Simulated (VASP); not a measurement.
# KMgF3 (Pm-3m) in VASP: a series of runs, part 2 of 2

VASP 6.6.1.

## 4. Single point, r2SCAN

File POSCAR:

```
KMgF3
1.0
    3.9802355555      0.0000000000      0.0000000000
    0.0000000000      3.9802355555      0.0000000000
    0.0000000000      0.0000000000      3.9802355555
K Mg F
1 1 3
Direct
    0.5000000000      0.5000000000      0.5000000000
    0.0000000000      0.0000000000      0.0000000000
    0.5000000000      0.0000000000      0.0000000000
    0.0000000000      0.5000000000      0.0000000000
    0.0000000000      0.0000000000      0.5000000000
```

File INCAR.step1:

```
SYSTEM = KMgF3
PREC = Accurate ; ENCUT = 520
ISMEAR = 0 ; SIGMA = 0.01
LREAL = .False. ; LASPH = .True.
NELM = 60 ; NBANDS = 24
GGA = PE ; ALGO = Normal
EDIFF = 1E-4 ; LWAVE = .True.
LCHARG = .False.
```

File INCAR.step2:

```
SYSTEM = KMgF3
PREC = Accurate ; ENCUT = 520
EDIFF = 1E-7 ; ISMEAR = 0
SIGMA = 0.01 ; LREAL = .False.
LASPH = .True. ; NELM = 60
ALGO = Normal ; ISIF = 2
LWAVE = .False. ; LCHARG = .False.
METAGGA = R2SCAN ; LMIXTAU = .True.
NBANDS = 24 ; ISTART = 1
```

File KPOINTS:

```
regular mesh
0
Gamma
  6 6 6
  0 0 0
```

Potentials or basis: VASP PAW PBE potentials, release 64 (K_sv, Mg, F).

Run with:

```console
> cat potpaw_PBE.64/K_sv/POTCAR potpaw_PBE.64/Mg/POTCAR potpaw_PBE.64/F/POTCAR > POTCAR
> cp INCAR.step1 INCAR
> mpirun -np 1 vasp_std > vasp.out
> cp INCAR.step2 INCAR
> mpirun -np 1 vasp_std > vasp.out
```

OUTCAR:

```text
SYSTEM = KMgF3
   PREC = Accurate
   ENCUT = 520
   EDIFF = 1E-7
   ISMEAR = 0
   LREAL = .False.
   LASPH = .True.
   NELM = 60
   ISIF = 2
   METAGGA = R2SCAN
   ISTART = 1

 ion  position               nearest neighbor table
   1  0.500  0.500  0.500-   3 2.81   4 2.81   5 2.81   3 2.81   4 2.81   3 2.81   5 2.81   3 2.81
                             4 2.81   5 2.81   4 2.81   5 2.81   2 3.45   2 3.45   2 3.45   2 3.45
   2  0.000  0.000  0.000-   3 1.99   4 1.99   5 1.99   5 1.99   4 1.99   3 1.99   1 3.45   1 3.45
                             1 3.45   1 3.45   1 3.45   1 3.45   1 3.45   1 3.45
   3  0.500  0.000  0.000-   2 1.99   2 1.99   1 2.81   1 2.81   1 2.81   1 2.81
   4  0.000  0.500  0.000-   2 1.99   2 1.99   1 2.81   1 2.81   1 2.81   1 2.81
   5  0.000  0.000  0.500-   2 1.99   2 1.99   1 2.81   1 2.81   1 2.81   1 2.81

  LATTYP: Found a simple cubic cell.
 ALAT       =     3.9802355555

  Lattice vectors:

 A1 = (   3.9802355555,   0.0000000000,   0.0000000000)
 A2 = (   0.0000000000,   3.9802355555,   0.0000000000)
 A3 = (   0.0000000000,   0.0000000000,   3.9802355555)

Analysis of symmetry for initial positions (statically):
=====================================================================
 Subroutine PRICEL returns:
 Original cell was already a primitive cell.

 Routine SETGRP: Setting up the symmetry group for a
 simple cubic supercell.

 Subroutine GETGRP returns: Found 48 space group operations
 (whereof 48 operations were pure point group operations)
 out of a pool of 48 trial point group operations.

The static configuration has the point symmetry O_h .

Analysis of symmetry for dynamics (positions and initial velocities):
=====================================================================
 Subroutine PRICEL returns:
 Original cell was already a primitive cell.

 Routine SETGRP: Setting up the symmetry group for a
 simple cubic supercell.

 Subroutine GETGRP returns: Found 48 space group operations
[... 124 lines left out ...]
     AMIX_MAG =   1.60;   BMIX_MAG =  1.00
  volume/ion in A,a.u.               =      12.61        85.10
  Fermi-wavevector in a.u.,A,eV,Ry     =   1.305818  2.467639 23.200126  1.705161
  Thomas-Fermi vector in A             =   2.436662
   LORBIT       =      0    0 simple, 1 ext, 2 COOP (PROOUT), +10 PAW based schemes
   METAGGA = R2SCAN    functional components
   LHFCALC =     F    Hartree Fock is set to
   AEXX    =    0.0000 exact exchange contribution
   IVDW    =     0    specifies the selected vdW correction
   LEPSILON=     F    determine dielectric tensor
   LRPA    =     F    only Hartree local field effects (RPA)
 non-spin polarized calculation
 Gauss-broadening in eV      SIGMA  =   0.01
  energy-cutoff  :      520.00
  volume of cell :       63.06
 maximum number of plane-waves:      1743
 NGX is ok and might be reduce to    30
   NGX = 15   NGY = 15   NGZ = 15

 number of electron      31.9999959 magnetization

 Free energy of the ion-electron system (eV)
  ---------------------------------------------------
  ext. energy  EPLUGINS =         0.00000000
  ---------------------------------------------------
  free energy    TOTEN  =       -37.41569408 eV

  energy without entropy =      -37.41569408  energy(sigma->0) =      -37.41569408

 E-fermi :  -2.0466     XC(G=0): -10.2272

 val. band max:       -2.1954419534   @ k =   0.5000   0.5000   0.5000
 cond. band min:       6.0863219879   @ k =   0.0000   0.0000   0.0000
 fundamental gap:      8.2817639413
 Fermi energy:        -2.0465659993

 k-point     1 :       0.0000    0.0000    0.0000
  band No.  band energies     occupation
      1     -28.7861      2.00000
      2     -23.4472      2.00000
      3     -22.8114      2.00000
      4     -22.8114      2.00000
      5     -11.5134      2.00000
      6     -11.5134      2.00000
[... 529 lines left out ...]
     23      14.0705      0.00000
     24      14.0705      0.00000

------------------------ aborting loop because EDIFF is reached ----------------------------------------

  FORCE on cell =-STRESS in cart. coord.  units (eV):
  Direction    XX          YY          ZZ          XY          YZ          ZX
  --------------------------------------------------------------------------------------
  -------------------------------------------------------------------------------------
  Total       -0.2301409     -0.2301409     -0.2301409     -0.0000000     -0.0000000      0.0000000
  in kB       -5.8476066     -5.8476066     -5.8476066     -0.0000000     -0.0000000      0.0000000
  external PRESSURE =      -5.8476066 kB  Pullay stress =       0.0000000 kB

 VOLUME and BASIS-vectors are now :
 -----------------------------------------------------------------------------
  energy-cutoff  :      520.00
  volume of cell :       63.06
      direct lattice vectors                 reciprocal lattice vectors
     3.980235556  0.000000000  0.000000000     0.251241412  0.000000000  0.000000000
     0.000000000  3.980235556  0.000000000     0.000000000  0.251241412  0.000000000
     0.000000000  0.000000000  3.980235556     0.000000000  0.000000000  0.251241412

 POSITION                                       TOTAL-FORCE (eV/Angst)
 -----------------------------------------------------------------------------------
      1.99012      1.99012      1.99012         0.000000      0.000000      0.000000
      0.00000      0.00000      0.00000         0.000000      0.000000      0.000000
      1.99012      0.00000      0.00000         0.000000      0.000000      0.000000
      0.00000      1.99012      0.00000         0.000000      0.000000      0.000000
      0.00000      0.00000      1.99012         0.000000      0.000000      0.000000
 -----------------------------------------------------------------------------------
    total drift:                                0.000000     -0.000000      0.000000

  FREE ENERGIE OF THE ION-ELECTRON SYSTEM (eV)
  ---------------------------------------------------
  free  energy   TOTEN  =       -37.4156940821 eV

  energy  without entropy=      -37.4156940821  energy(sigma->0) =      -37.41569408
```

Wall time 2.5 min (1 thread of Intel Xeon 8259CL, shared host); peak memory 0.19 GiB.

Results:

```
Free energy            : -37.4157 eV
Pressure               : -0.6 GPa
Band gap on the k mesh : 8.28 eV (least direct gap 8.60 eV)
```

Caveat: the PAW data sets were made with another functional, which shifts forces and pressure a little.
